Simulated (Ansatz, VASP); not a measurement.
## One calculation of MgS, two programs

```xyz
2
Lattice="0.0000 2.6016 2.6016 2.6016 0.0000 2.6016 2.6016 2.6016 0.0000" Properties=species:S:1:pos:R:3 pbc="T T T"
Mg    0.0000    0.0000    0.0000
S     2.3209    2.4501    2.7987
```

Change from the starting cell: one atom moved.

Alike in both runs: task single point; functional PBE; k mesh 8 × 8 × 8; occupations gaussian, width 0.02 eV; no spin polarisation.

|  | VASP | Ansatz |
| --- | --- | --- |
| version | VASP 6.6.1 | Ansatz 0.2.0 |
| potentials or method | VASP PAW PBE potentials, release 64 (Mg, S), cutoff 520 eV | scalar-relativistic, plane waves, PAW |
| valence electrons in the cell | 8 | 16 |

```csv
,VASP,Ansatz,Ansatz less VASP
gap on the k mesh at the Fermi level (eV),2.75,2.77,+0.015
least direct gap on the mesh (eV),3.62,3.63,+0.013
pressure (GPa),5.5,5.7,+0.27
"traceless stress, the component that is largest in VASP (GPa)",4.09,4.08,-0.017
rms of the force components (eV/Å),0.683,0.682,-0.0007
```

Atom by atom the forces differ by 0.001 eV/Å (rms over components). VASP's potentials hold 8 valence electrons a cell and Ansatz's 16, so a difference there can come from the potentials and not from the codes.
